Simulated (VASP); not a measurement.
Input of a VASP 6.6.1 run:

Contents of POSCAR:

```
Li
1.0
   -1.7546500000      1.7546500000      1.7546500000
    1.7546500000     -1.7546500000      1.7546500000
    1.7546500000      1.7546500000     -1.7546500000
Li
1
Direct
    0.0000000000      0.0000000000      0.0000000000
```

Contents of INCAR.step1:

```
ALGO = Normal ; EDIFF = 1E-4
ENCUT = 600 ; GGA = PE
ISMEAR = 0 ; LASPH = True
LCHARG = False ; LREAL = False
LWAVE = True ; NELM = 100
PREC = Accurate ; SIGMA = 0.1
```

File INCAR.step2:

```
ALGO = Normal ; EDIFF = 1E-6
EDIFFG = -0.005 ; ENCUT = 600
IBRION = 2 ; ISIF = 3
ISMEAR = 0 ; ISTART = 1
LASPH = True ; LCHARG = False
LMIXTAU = True ; LREAL = False
LWAVE = False ; METAGGA = R2SCAN
NELM = 100 ; NSW = 100
PREC = Accurate ; SIGMA = 0.1
```

The input KPOINTS:

```
k-points
0
Gamma
  16 16 16
```

Potentials or basis: VASP PAW PBE potentials, release 64 (Li_sv).

The run is started by

```sh
$ cat potpaw_PBE.64/Li_sv/POTCAR > POTCAR
$ cp INCAR.step1 INCAR
$ mpirun -np 1 vasp_std > vasp.out
$ cp INCAR.step2 INCAR
$ mpirun -np 1 vasp_std > vasp.out
```

Predict the relaxed volume.

20.58 Å³/atom.

What does it give for the space group after relaxing (to 0.05 Å)?

Im-3m (No. 229).

Estimate the relaxed cell.

a = 2.990 Å, b = 2.990 Å, c = 2.990 Å, α = 109.47°, β = 109.47°, γ = 109.47°.

Step by step:
| step | energy change (eV) | largest force (eV/Å) | pressure (GPa) | volume (Å³) |
| --- | --- | --- | --- | --- |
| 1 | 0.0000 | 0.0000 | -0.43 | 21.61 |
| 2 | -0.0004 | 0.0000 | -0.47 | 21.43 |
| 3 | -0.0008 | 0.0000 | -0.11 | 20.89 |
| 4 | -0.0008 | 0.0000 | -0.05 | 20.73 |
| 5 | -0.0004 | 0.0000 | -0.02 | 20.58 |

Caveat: the cutoff is under 1.25 times the usual one of these potentials, so pressure, stress and relaxed cells hold a basis-set (Pulay) error; the PAW data sets were made with another functional, which shifts forces and pressure a little.
